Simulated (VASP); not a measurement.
Set up this calculation in VASP 6.6.1, as the native input.

```
Task                   : single point
Functional             : PBE
Potentials or basis    : VASP PAW PBE potentials, release 64 (Cd, H)
Cutoff                 : 520 eV
k mesh                 : 12 × 12 × 4
Occupations            : gaussian, width 0.1 eV
Spin                   : no spin polarisation
Dipole correction      : no
Further INCAR settings : ALGO = Normal; EDIFF = 1e-06; NBANDS = 27
```

The structure of Cd3H2 lies in POSCAR:

```
Cd3H2
1.0
    3.2612693692      0.0000000000      0.0000000000
   -1.6306346846      2.8243421223      0.0000000000
    0.0000000000      0.0000000000      9.3846275419
Cd H
3 2
Direct
    0.0000000000      0.0000000000      0.0000000000
    0.3333333333      0.6666666667      0.7369125305
    0.6666666667      0.3333333333      0.2630874695
    0.3333333333      0.6666666667      0.3603780537
    0.6666666667      0.3333333333      0.6396219463
```

One way to write it, as run:

INCAR

```
ALGO = Normal
EDIFF = 1E-6
ENCUT = 520
GGA = PE
ISIF = 2
ISMEAR = 0
LASPH = T
LCHARG = F
LREAL = F
LWAVE = F
NBANDS = 27
NELM = 60
PREC = Accurate
SIGMA = 0.1
```

KPOINTS

```
k-points
0
Gamma
  12 12 4
```

Potentials or basis: VASP PAW PBE potentials, release 64 (Cd, H).

The run is started by

```bash
$ cat potpaw_PBE.64/Cd/POTCAR potpaw_PBE.64/H/POTCAR > POTCAR
$ mpirun -np 1 vasp_std > vasp.out
```

Results of the run:

The pressure is 0.2 GPa. The largest force is 0.016 eV/Å. The band gap on the k mesh is zero (bands 19 and 20 overlap by 0.66 eV).

Wall time 2.6 min on 1 thread of Intel(R) Xeon(R) Platinum 8259CL CPU @ 2.50GHz (Skylake/Cascade Lake), with other jobs on the host, peak memory 0.27 GiB.
